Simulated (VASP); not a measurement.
A run of VASP 6.6.1:

Contents of INCAR:

```
SYSTEM = GaAs
PREC = Accurate
ENCUT = 520
EDIFF = 1E-6
ISMEAR = 0
SIGMA = 0.05
LREAL = Auto
LASPH = .TRUE.
NELM = 100
ALGO = Normal
ISIF = 2
LWAVE = .FALSE.
LCHARG = .FALSE.
GGA = PE
NBANDS = 166
```

The input KPOINTS:

```
regular mesh
0
G
  3 3 3
  0 0 0
```

The input POSCAR:

```
GaAs
1.0
   -5.7459815546     -5.7459815546      5.7459815546
    5.7459815546      5.7459815546      5.7459815546
   -5.7459815546      5.7459815546     -5.7459815546
Ga As
16 16
Direct
    0.2500000000      0.5000000000      0.2500000000
    0.5000000000      0.5000000000      0.0000000000
    0.2500000000      0.7500000000      0.0000000000
    0.7500000000      0.5000000000      0.7500000000
    0.5000000000      0.7500000000      0.7500000000
    0.2500000000      0.0000000000      0.7500000000
    0.0000000000      0.5000000000      0.5000000000
    0.7500000000      0.7500000000      0.5000000000
    0.5000000000      0.0000000000      0.5000000000
    0.2500000000      0.2500000000      0.5000000000
    0.0000000000      0.7500000000      0.2500000000
    0.7500000000      0.0000000000      0.2500000000
    0.5000000000      0.2500000000      0.2500000000
    0.0000000000      0.0000000000      0.0000000000
    0.7500000000      0.2500000000      0.0000000000
    0.0000000000      0.2500000000      0.7500000000
    0.0000000000      0.2500000000      0.0000000000
    0.2500000000      0.2500000000      0.7500000000
    0.0000000000      0.5000000000      0.7500000000
    0.5000000000      0.2500000000      0.5000000000
    0.2500000000      0.5000000000      0.5000000000
    0.0000000000      0.7500000000      0.5000000000
    0.7500000000      0.2500000000      0.2500000000
    0.5000000000      0.5000000000      0.2500000000
    0.2500000000      0.7500000000      0.2500000000
    0.0000000000      0.0000000000      0.2500000000
    0.7500000000      0.5000000000      0.0000000000
    0.5000000000      0.7500000000      0.0000000000
    0.2500000000      0.0000000000      0.0000000000
    0.7500000000      0.7500000000      0.7500000000
    0.5000000000      0.0000000000      0.7500000000
    0.7500000000      0.0000000000      0.5000000000
```

Potentials or basis: VASP PAW PBE potentials, release 64 (Ga_d, As).

Launch:

```sh
$ cat potpaw_PBE.64/Ga_d/POTCAR potpaw_PBE.64/As/POTCAR > POTCAR
$ mpirun -np 1 vasp_std > vasp.out
```

Hardware: 1 thread of Oxide Virtual Turin-like Processor, on a shared host.

**Question.** How long does it take, and how much memory?

**Answer.** It took 25 min on 1 thread of Oxide Virtual Turin-like Processor (shared host), peak memory 1.1 GiB. Counts: scf iterations 15, k points 4.
